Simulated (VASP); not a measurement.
# CdS (F-43m) in VASP: settings compared

Aim: see how the results for CdS move with the level of theory and the settings. Levels: PBE, r2SCAN. Tasks: single point.

Everything below comes from runs of VASP 6.6.1. Logs are shortened: lines on timing, memory, paths and dates and some standing lists are left out, and cuts for length are marked.

## (1) The cell of the first run

It takes space group F-43m (No. 216, cubic). The conventional cell has a = 5.927 Å, b = 5.927 Å, c = 5.927 Å, α = 90.00°, β = 90.00°, γ = 90.00°. Within 3.4 Å of Cd (site symmetry -43m) lie 4 S at 2.57 Å. S (site symmetry -43m) has 4 Cd at 2.57 Å within 3.4 Å.

## (2) Single point, PBE

INCAR

```
SYSTEM = CdS
ALGO = Normal
EDIFF = 1E-6
ENCUT = 520
GGA = PE
ISIF = 2
ISMEAR = 0
LASPH = .True.
LCHARG = .False.
LREAL = .False.
LWAVE = .False.
NBANDS = 16
NELM = 60
PREC = Accurate
SIGMA = 0.05
```

KPOINTS

```
k-points
0
Gamma
  6 6 6
  0 0 0
```

POSCAR

```
CdS
1.0
    0.0000000000      2.9634603027      2.9634603027
    2.9634603027      0.0000000000      2.9634603027
    2.9634603027      2.9634603027      0.0000000000
Cd S
1 1
Direct
    0.0000000000      0.0000000000      0.0000000000
    0.7500000000      0.7500000000      0.7500000000
```

Potentials or basis: VASP PAW PBE potentials, release 64 (Cd, S).

Started as:

```bash
$ cat potpaw_PBE.64/Cd/POTCAR potpaw_PBE.64/S/POTCAR > POTCAR
$ mpirun -np 1 vasp_std > vasp.out
```

OUTCAR:

```text
SYSTEM = CdS
   EDIFF = 1E-6
   ENCUT = 520
   GGA = PE
   ISIF = 2
   ISMEAR = 0
   LASPH = .True.
   LREAL = .False.
   NELM = 60
   PREC = Accurate

 ion  position               nearest neighbor table
   1  0.000  0.000  0.000-   2 2.57   2 2.57   2 2.57   2 2.57
   2  0.750  0.750  0.750-   1 2.57   1 2.57   1 2.57   1 2.57

  LATTYP: Found a face centered cubic cell.
 ALAT       =     5.9269206054

  Lattice vectors:

 A1 = (   0.0000000000,   2.9634603027,   2.9634603027)
 A2 = (   2.9634603027,   0.0000000000,   2.9634603027)
 A3 = (   2.9634603027,   2.9634603027,   0.0000000000)

Analysis of symmetry for initial positions (statically):
=====================================================================
 Subroutine PRICEL returns:
 Original cell was already a primitive cell.

 Routine SETGRP: Setting up the symmetry group for a
 face centered cubic supercell.

 Subroutine GETGRP returns: Found 24 space group operations
 (whereof 24 operations were pure point group operations)
 out of a pool of 48 trial point group operations.

The static configuration has the point symmetry T_d .

Analysis of symmetry for dynamics (positions and initial velocities):
=====================================================================
 Subroutine PRICEL returns:
 Original cell was already a primitive cell.

 Routine SETGRP: Setting up the symmetry group for a
 face centered cubic supercell.

 Subroutine GETGRP returns: Found 24 space group operations
 (whereof 24 operations were pure point group operations)
 out of a pool of 48 trial point group operations.

The dynamic configuration has the point symmetry T_d .

 Subroutine INISYM returns: Found 24 space group operations
 (whereof 24 operations are pure point group operations),
 and found     1 'primitive' translations

----------------------------------------------------------------------------------------

                                     Primitive cell

  volume of cell :      52.0508

  direct lattice vectors                    reciprocal lattice vectors
     0.000000000  2.963460303  2.963460303    -0.168721680  0.168721680  0.168721680
     2.963460303  0.000000000  2.963460303     0.168721680 -0.168721680  0.168721680
     2.963460303  2.963460303  0.000000000     0.168721680  0.168721680 -0.168721680

  length of vectors
     4.190965752  4.190965752  4.190965752     0.292234522  0.292234522  0.292234522

  position of ions in fractional coordinates (direct lattice)
     0.000000000  0.000000000  0.000000000
     0.750000000  0.750000000  0.750000000

  ion indices of the primitive-cell ions
   primitive index   ion index
                 1           1
                 2           2

----------------------------------------------------------------------------------------

 KPOINTS: k-points

Automatic generation of k-mesh.
 Grid dimensions read from file:
 generate k-points for:    6    6    6

 Generating k-lattice:

  Cartesian coordinates                     Fractional coordinates (reciprocal lattice)
    -0.028120280  0.028120280  0.028120280     0.166666667  0.000000000  0.000000000
     0.028120280 -0.028120280  0.028120280     0.000000000  0.166666667  0.000000000
     0.028120280  0.028120280 -0.028120280     0.000000000  0.000000000  0.166666667

  Length of vectors
     0.048705754  0.048705754  0.048705754

  Shift w.r.t. Gamma in fractional coordinates (k-lattice)
     0.000000000  0.000000000  0.000000000

 Subroutine IBZKPT returns following result:
 ===========================================

 Found     16 irreducible k-points:

 Following reciprocal coordinates:
            Coordinates               Weight
  0.000000  0.000000  0.000000      1.000000
  0.166667  0.000000  0.000000      8.000000
  0.333333  0.000000  0.000000      8.000000
  0.500000  0.000000  0.000000      4.000000
  0.166667  0.166667  0.000000      6.000000
  0.333333  0.166667  0.000000     24.000000
[... 8 lines left out ...]
 -0.333333  0.333333  0.166667     24.000000
 -0.333333  0.500000  0.166667     12.000000
   k-points           NKPTS =     16   k-points in BZ     NKDIM =     16   number of bands    NBANDS=     16
   number of dos      NEDOS =    301   number of ions     NIONS =      2
   total plane-waves  NPLWV =  32768
   dimension x,y,z NGX =    32 NGY =   32 NGZ =   32
   dimension x,y,z NGXF=    64 NGYF=   64 NGZF=   64
   ions per type =               1   1
   NGX,Y,Z   is equivalent  to a cutoff of  12.69, 12.69, 12.69 a.u.
   NGXF,Y,Z  is equivalent  to a cutoff of  25.39, 25.39, 25.39 a.u.
 SYSTEM =  CdS
   PREC   = accura    normal or accurate (medium, high low for compatibility)
   ISTART =      0    job   : 0-new  1-cont  2-samecut
   ICHARG =      2    charge: 1-file 2-atom 10-const
   ISPIN  =      1    spin polarized calculation?
   LNONCOLLINEAR =      F non collinear calculations
   LSORBIT =      F    spin-orbit coupling
   LASPH  =      T    aspherical Exc in radial PAW
   ENCUT  =  520.0 eV  38.22 Ry    6.18 a.u.   7.79  7.79  7.79*2*pi/ulx,y,z
   NELM   =     60;   NELMIN=  2; NELMDL= -5     # of ELM steps
   EDIFF  = 0.1E-05   stopping-criterion for ELM
   LREAL  =      F    real-space projection
   EDIFFG = 0.1E-04   stopping-criterion for IOM
   NSW    =      0    number of steps for IOM
   IBRION =     -1    ionic relax: 0-MD 1-quasi-New 2-CG
   NFREE  =      0    steps in history (QN), initial steepest desc. (CG)
   ISIF   =      2    stress and relaxation
   ISYM   =      2    0-nonsym 1-usesym 2-fastsym
   POTIM  = 0.5000    time-step for ionic-motion
   TEBEG  =    0.0;   TEEND  =   0.0 temperature during run
   PSTRESS=    0.0 pullay stress
   NELECT =      18.0000    total number of electrons
   NUPDOWN=      -1.0000    fix difference up-down
   EMIN   =  10.00;   EMAX   =-10.00  energy-range for DOS
   EFERMI =   0.00;   METHOD = LEGACY
   ISMEAR =     0;   SIGMA  =   0.05  broadening in eV -4-tet -1-fermi 0-gaus
   EFERMI_NEDOS =   21; number of points for ismear=-14 and -15
   IALGO  =     38    algorithm
   IMIX   =      4    mixing-type and parameters
     AMIX     =   0.40;   BMIX     =  1.00
     AMIX_MAG =   1.60;   BMIX_MAG =  1.00
  volume/ion in A,a.u.               =      26.03       175.63
  Fermi-wavevector in a.u.,A,eV,Ry     =   1.149097  2.171478 17.965447  1.320423
  Thomas-Fermi vector in A             =   2.285768
   LORBIT       =      0    0 simple, 1 ext, 2 COOP (PROOUT), +10 PAW based schemes
   GGA     = PE    functional components
   LHFCALC =     F    Hartree Fock is set to
   AEXX    =    0.0000 exact exchange contribution
   IVDW    =     0    specifies the selected vdW correction
   LEPSILON=     F    determine dielectric tensor
   LRPA    =     F    only Hartree local field effects (RPA)
 non-spin polarized calculation
 Gauss-broadening in eV      SIGMA  =   0.05
  energy-cutoff  :      520.00
  volume of cell :       52.05
 maximum number of plane-waves:      1420
   NGX = 15   NGY = 15   NGZ = 15

 number of electron      18.0000001 magnetization

 Free energy of the ion-electron system (eV)
  ---------------------------------------------------
  ext. energy  EPLUGINS =         0.00000000
  ---------------------------------------------------
  free energy    TOTEN  =        -6.14510326 eV

  energy without entropy =       -6.14510326  energy(sigma->0) =       -6.14510326

 E-fermi :   1.1543     XC(G=0):  -8.9262

 val. band max:        0.9184132643   @ k =   0.0000   0.0000   0.0000
 cond. band min:       1.9604028820   @ k =   0.0000   0.0000   0.0000
 fundamental gap:      1.0419896177
 Fermi energy:         1.1543155921

 k-point     1 :       0.0000    0.0000    0.0000
  band No.  band energies     occupation
      1     -11.1688      2.00000
      2      -6.6515      2.00000
      3      -6.6515      2.00000
      4      -6.6515      2.00000
      5      -6.2346      2.00000
      6      -6.2346      2.00000
[... 8 lines left out ...]
     15      12.3225      0.00000
     16      12.3225      0.00000

 k-point     2 :       0.1667    0.0000    0.0000
  band No.  band energies     occupation
      1     -11.0734      2.00000
      2      -6.6184      2.00000
      3      -6.6184      2.00000
      4      -6.5563      2.00000
      5      -6.2351      2.00000
      6      -6.2351      2.00000
[... 8 lines left out ...]
     15      11.5623      0.00000
     16      12.6102      0.00000

 k-point     3 :       0.3333    0.0000    0.0000
  band No.  band energies     occupation
      1     -10.8820      2.00000
      2      -6.5643      2.00000
      3      -6.5643      2.00000
      4      -6.2205      2.00000
      5      -6.2199      2.00000
      6      -6.2199      2.00000
[... 8 lines left out ...]
     15      11.9549      0.00000
     16      11.9549      0.00000

 k-point     4 :       0.5000    0.0000    0.0000
  band No.  band energies     occupation
      1     -10.7870      2.00000
      2      -6.5457      2.00000
      3      -6.5457      2.00000
      4      -6.2018      2.00000
      5      -6.2018      2.00000
      6      -5.8951      2.00000
[... 8 lines left out ...]
     15      13.3564      0.00000
     16      13.3564      0.00000
[... 172 lines left out ...]
 k-point    14 :       0.5000    0.3333    0.1667
  band No.  band energies     occupation
      1     -10.7600      2.00000
      2      -6.4853      2.00000
      3      -6.4765      2.00000
      4      -6.3133      2.00000
      5      -6.1997      2.00000
      6      -5.9635      2.00000
[... 8 lines left out ...]
     15      13.7205      0.00000
     16      13.9881      0.00000

 k-point    15 :      -0.3333    0.3333    0.1667
  band No.  band energies     occupation
      1     -10.6996      2.00000
      2      -6.4806      2.00000
      3      -6.4442      2.00000
      4      -6.2686      2.00000
      5      -6.2175      2.00000
      6      -5.7408      2.00000
[... 8 lines left out ...]
     15      13.2409      0.00000
     16      14.0708      0.00000

 k-point    16 :      -0.3333    0.5000    0.1667
  band No.  band energies     occupation
      1     -10.6700      2.00000
      2      -6.4448      2.00000
      3      -6.4148      2.00000
      4      -6.3007      2.00000
      5      -6.1973      2.00000
      6      -5.7146      2.00000
[... 8 lines left out ...]
     15      13.9713      0.00000
     16      14.0655      0.00000

------------------------ aborting loop because EDIFF is reached ----------------------------------------

  FORCE on cell =-STRESS in cart. coord.  units (eV):
  Direction    XX          YY          ZZ          XY          YZ          ZX
  --------------------------------------------------------------------------------------
  -------------------------------------------------------------------------------------
  Total        0.0940356      0.0940356      0.0940356      0.0000000     -0.0000000     -0.0000000
  in kB        2.8945131      2.8945131      2.8945131      0.0000000     -0.0000000     -0.0000000
  external PRESSURE =       2.8945131 kB  Pullay stress =       0.0000000 kB

 VOLUME and BASIS-vectors are now :
 -----------------------------------------------------------------------------
  energy-cutoff  :      520.00
  volume of cell :       52.05
      direct lattice vectors                 reciprocal lattice vectors
     0.000000000  2.963460303  2.963460303    -0.168721680  0.168721680  0.168721680
     2.963460303  0.000000000  2.963460303     0.168721680 -0.168721680  0.168721680
     2.963460303  2.963460303  0.000000000     0.168721680  0.168721680 -0.168721680

 POSITION                                       TOTAL-FORCE (eV/Angst)
 -----------------------------------------------------------------------------------
      0.00000      0.00000      0.00000        -0.000000     -0.000000     -0.000000
      4.44519      4.44519      4.44519         0.000000      0.000000      0.000000
 -----------------------------------------------------------------------------------
    total drift:                                0.000000      0.000000      0.000000

  FREE ENERGIE OF THE ION-ELECTRON SYSTEM (eV)
  ---------------------------------------------------
  free  energy   TOTEN  =        -6.1451032574 eV

  energy  without entropy=       -6.1451032574  energy(sigma->0) =       -6.14510326
```

Run time: 15 s. Hardware: 1 thread of Intel Xeon 8259CL, shared host; peak memory 0.18 GiB.

What came out:

| Quantity | Value |
| --- | --- |
| Free energy | -6.1451 eV |
| Pressure | 0.3 GPa |
| Band gap on the k mesh | 1.04 eV, direct |

Levels at points of the mesh, in eV from the valence-band top:
```
           k point  band 7  band 8  band 9  band 10  band 11  band 12
(0.00, 0.00, 0.00)    0.00    0.00    0.00     1.04     6.55     6.55
(0.50, 0.00, 0.00)   -4.12   -0.69   -0.69     2.94     7.00     7.00
(0.50, 0.50, 0.00)   -3.75   -1.72   -1.72     3.63     4.28     9.04
```

(Continued in part 2 of 2.)
